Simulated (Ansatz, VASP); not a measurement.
# AlIr: VASP beside Ansatz

```
CELL_PARAMETERS angstrom
2.99455 0.00000 0.00000
0.00000 2.99455 0.00000
0.00000 0.00000 2.99455
ATOMIC_POSITIONS crystal
Al 0.00000 0.00000 0.00000
Ir 0.50000 0.50000 0.50000
```

Change from the starting cell: shortest bond scaled by 1, crystal datasets.

Alike in both runs: task electric field gradients; functional PBEsol; k mesh 10 × 10 × 10; occupations fermi-dirac, width 0.05 eV; no spin polarisation.

|  | VASP | Ansatz |
| --- | --- | --- |
| version | VASP 6.6.1 | Ansatz 0.2.0 |
| potentials or method | VASP PAW PBE potentials, release 64 (Al, Ir), cutoff 520 eV | all-electron PAW with datasets made for the crystal, scalar-relativistic |

Ansatz gave:

```
pressure (GPa) : -1.1
```

Question: Estimate VASP's values.

Answer: Pressure (GPa): -0.7.

VASP's potentials were made for PBE, not for PBEsol. Ansatz ran all-electron here, and VASP with PAW potentials.

Spin-orbit coupling is off throughout.
